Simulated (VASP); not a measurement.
GaF: single point with PBE

The system is GaF.

```xyz
2
Lattice="0.0000 2.8462 2.8462 2.8462 0.0000 2.8462 2.8462 2.8462 0.0000" Properties=species:S:1:pos:R:3 pbc="T T T"
Ga    1.4231    1.4231    1.4231
F     0.0000    0.0000    0.0000
```

```
Program             : VASP 6.6.1
Task                : single point
Functional          : PBE
Potentials or basis : VASP PAW PBE potentials, release 64 (Ga_d, F)
Cutoff              : 520 eV
k mesh              : 8 × 8 × 8
Occupations         : fermi-dirac, width 0.05 eV
Spin                : no spin polarisation
```

```yaml
Pressure: -0.1 GPa
Band_gap_on_the_k_mesh: 2.27 eV, indirect (least direct gap 2.28 eV)
```

Levels at points of the mesh, in eV from the valence-band top:
```csv
k point,band 6,band 7,band 8,band 9,band 10,band 11,band 12,band 13,band 14,band 15
"(0.00, 0.00, 0.00)",-13.42,-3.94,-3.25,-3.25,-3.25,6.53,6.53,6.53,9.95,13.58
"(0.50, 0.00, 0.00)",-13.40,-5.14,-3.39,-3.39,-1.04,2.78,6.45,6.45,10.52,12.41
"(0.50, 0.50, 0.00)",-13.40,-5.07,-3.65,-3.65,-0.01,2.27,6.11,6.11,7.62,11.01
```

Wall time 12 s on 1 thread of Intel(R) Xeon(R) 6975P-C (Granite Rapids), with other jobs on the host, peak memory 0.17 GiB.

A k mesh can miss the band edges. Expect the measured gap to be larger: semilocal functionals such as PBE lack the derivative discontinuity.
